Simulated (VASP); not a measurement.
A run of VASP 6.6.1 is set up as follows.

File INCAR:

```
SYSTEM = Si2C3
PREC     = Accurate       ! precision mode
ENCUT    = 520            ! plane-wave cutoff, eV
EDIFF    = 1E-7           ! SCF threshold, eV
ISMEAR   = 0              ! smearing method
SIGMA    = 0.1            ! smearing width, eV
LREAL    = .FALSE.        ! projectors in reciprocal space
LASPH    = .TRUE.         ! aspherical terms in the spheres
NELM     = 100            ! most SCF steps
ALGO     = Normal         ! electronic algorithm
ISIF     = 2              ! what is computed and relaxed
LWAVE    = .FALSE.        ! write WAVECAR
LCHARG   = .TRUE.         ! write CHGCAR
GGA      = PE             ! functional
LELF     = .TRUE.         ! ELF
LVHAR    = .TRUE.       
NBANDS   = 31             ! bands
```

Contents of KPOINTS:

```
regular mesh
0
G
  6 6 1
  0 0 0
```

The input POSCAR:

```
Si2C3
1.0
    2.7663867881      0.0000000000      0.0000000000
   -1.3831933940      2.3957612352      0.0000000000
    0.0000000000      0.0000000000     14.0373298574
Si C
4 6
Direct
    0.6666666667      0.3333333333      0.8159082970
    0.6666666667      0.3333333333      0.0000000000
    0.6666666667      0.3333333333      0.1840917030
    0.3333333333      0.6666666667      0.5000000000
    0.6666666667      0.3333333333      0.3242411265
    0.6666666667      0.3333333333      0.6757588735
    0.3333333333      0.6666666667      0.6426177790
    0.3333333333      0.6666666667      0.8733638109
    0.3333333333      0.6666666667      0.1266361891
    0.3333333333      0.6666666667      0.3573822210
```

Potentials or basis: VASP PAW PBE potentials, release 64 (Si, C).

The run is started by

```bash
$ cat potpaw_PBE.64/Si/POTCAR potpaw_PBE.64/C/POTCAR > POTCAR
$ mpirun -np 1 vasp_std > vasp.out
```

(1) What does it give for the largest force?

(2) What does it give for the band gap on the k mesh?

(3) Predict the pressure.

Answers

(1) 0.041 eV/Å.

(2) zero (bands 20 and 21 overlap by 4.20 eV).

(3) 0.1 GPa.

Caveat: the k points lie up to 0.45 Å⁻¹ apart, too coarse for converged energies and pressures of a metal.
